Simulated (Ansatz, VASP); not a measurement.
# CsI6Br: VASP beside Ansatz

INCAR

```
PREC = Accurate
ENCUT = 520
EDIFF = 1E-6
ISMEAR = 1
SIGMA = 0.0982
LREAL = False
LASPH = True
NELM = 100
ALGO = Normal
ISIF = 2
LWAVE = False
LCHARG = True
GGA = PE
IVDW = 12
LELF = True
LVHAR = True
ISYM = 0
NBANDS = 39
```

KPOINTS

```
Automatic mesh
0
Gamma
  3 3 3
```

The input POSCAR:

```
CsI6Br
1.0
    7.0257750000      0.0000000000      0.0000000000
   -0.7954570000      6.9805990000      0.0000000000
   -0.7954570000     -0.8912530000      6.9234730000
I Cs Br
6 1 1
Direct
    0.0778000000      0.8089000000      0.7042000000
    0.7042000000      0.0778000000      0.8089000000
    0.8089000000      0.7042000000      0.0778000000
    0.9222000000      0.1911000000      0.2958000000
    0.2958000000      0.9222000000      0.1911000000
    0.1911000000      0.2958000000      0.9222000000
    0.5000000000      0.5000000000      0.5000000000
    0.0000000000      0.0000000000      0.0000000000
```

Input for Ansatz:

```yaml
crystal:
  lattice:
    - [7.025775, 0.0, 0.0]
    - [-0.795457, 6.980599, 0.0]
    - [-0.795457, -0.891253, 6.923473]
  atoms:
    - { symbol: I, position: [0.0778, 0.8089, 0.7042] }
    - { symbol: I, position: [0.7042, 0.0778, 0.8089] }
    - { symbol: I, position: [0.8089, 0.7042, 0.0778] }
    - { symbol: I, position: [0.9222, 0.1911, 0.2958] }
    - { symbol: I, position: [0.2958, 0.9222, 0.1911] }
    - { symbol: I, position: [0.1911, 0.2958, 0.9222] }
    - { symbol: Cs, position: [0.5, 0.5, 0.5] }
    - { symbol: Br, position: [0.0, 0.0, 0.0] }
  symmetry: { detect: false }
kpoints:
  mp_grid: { grid: [3, 3, 3], shift: [0, 0, 0] }
magnetization:
  spin_polarized: false
scf:
  occupations: { method: methfessel_paxton, width: 0.0982 }
  n_extra_bands: 2
hamiltonian:
  pseudopotentials: { kind: paw }
  xc: pbe
  dispersion: d3bj
basis:
  ecutwfc: 420
output:
  forces: true
  stress: true
  eigenvalues: true
```

Alike in both runs: task single point; functional PBE; dispersion D3(BJ); k mesh 3 × 3 × 3; occupations methfessel-paxton of order 1, width 0.0982 eV; no spin polarisation.

|  | VASP | Ansatz |
| --- | --- | --- |
| version | VASP 6.6.1 | Ansatz 0.2.0 |
| potentials or method | VASP PAW PBE potentials, release 64 (I, Cs_sv, Br), cutoff 520 eV | PAW plane waves |
| valence electrons in the cell | 58 | 118 |

```tsv
	VASP	Ansatz	Ansatz less VASP
gap on the k mesh at the Fermi level (eV)	1.45	1.44	-0.012
pressure (GPa)	8.1	8.1	+0.02
traceless stress, the component that is largest in VASP (GPa)	-0.31	-0.31	+0.001
rms of the force components (eV/Å)	1.946	1.948	+0.0029
```

Atom by atom the forces differ by 0.008 eV/Å (rms over components). VASP's potentials hold 58 valence electrons a cell and Ansatz's 118, so a difference there can come from the potentials and not from the codes.

Spin-orbit coupling is off throughout.
